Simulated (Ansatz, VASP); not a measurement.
# As3O2 in VASP and in Ansatz

Contents of INCAR:

```
PREC = Accurate ; ENCUT = 520
EDIFF = 1E-7 ; ISMEAR = 0
SIGMA = 0.1 ; LREAL = False
LASPH = True ; NELM = 100
ALGO = Normal ; ISIF = 2
LWAVE = False ; LCHARG = False
GGA = PE ; NBANDS = 22
```

The input KPOINTS:

```
regular mesh
0
Gamma
  4 4 6
```

The input POSCAR:

```
As3O2
1.0
    3.6280999300     -3.9177829300      0.0000000000
    3.6280999300      3.9177829300      0.0000000000
    0.0000000000      0.0000000000      3.6923602100
As O
3 2
Direct
    0.6683162600      0.6683162600      0.0000000000
    0.3316837400      0.3316837400      0.0000000000
    0.0000000000      0.0000000000      0.0000000000
    0.5000000000      0.5000000000      0.0000000000
    0.5000000000      0.5000000000      0.5000000000
```

Input for Ansatz:

```yaml
crystal:
  lattice:
    - [3.62809993, -3.91778293, 0.0]
    - [3.62809993, 3.91778293, 0.0]
    - [0.0, 0.0, 3.69236021]
  atoms:
    - { symbol: As, position: [0.66831626, 0.66831626, 0.0] }
    - { symbol: As, position: [0.33168374, 0.33168374, 0.0] }
    - { symbol: As, position: [0.0, 0.0, 0.0] }
    - { symbol: O, position: [0.5, 0.5, 0.0] }
    - { symbol: O, position: [0.5, 0.5, 0.5] }
basis:
  ecutwfc: 420
kpoints:
  mp_grid: { grid: [4, 4, 6] }
hamiltonian:
  xc: pbe
scf:
  occupations: { method: gaussian, width: 0.1 }
  lower_state_search: "off"
output:
  forces: true
  stress: true
  eigenvalues: true
```

Alike in both runs: task single point; functional PBE; k mesh 4 × 4 × 6; occupations gaussian, width 0.1 eV; no spin polarisation.

|  | VASP | Ansatz |
| --- | --- | --- |
| version | VASP 6.6.1 | Ansatz 0.2.0 |
| potentials or method | VASP PAW PBE potentials, release 64 (As, O), cutoff 520 eV | scalar-relativistic, plane waves, PAW |
| valence electrons in the cell | 27 | 57 |

Ansatz gave:

* gap on the k mesh at the Fermi level (eV): none
* rms of the force components (eV/Å): 25.676

**Question.** What did VASP give for the same quantities?

**Answer.** gap on the k mesh at the Fermi level (eV): none; rms of the force components (eV/Å): 24.497.

Atom by atom the forces differ by 1.179 eV/Å (rms over components). A gap of «none» marks a metal or a gap that the smearing closes. The functional is the same, so the differences come from potentials, cutoffs and numerics. VASP's potentials hold 27 valence electrons a cell and Ansatz's 57, so a difference there can come from the potentials and not from the codes.
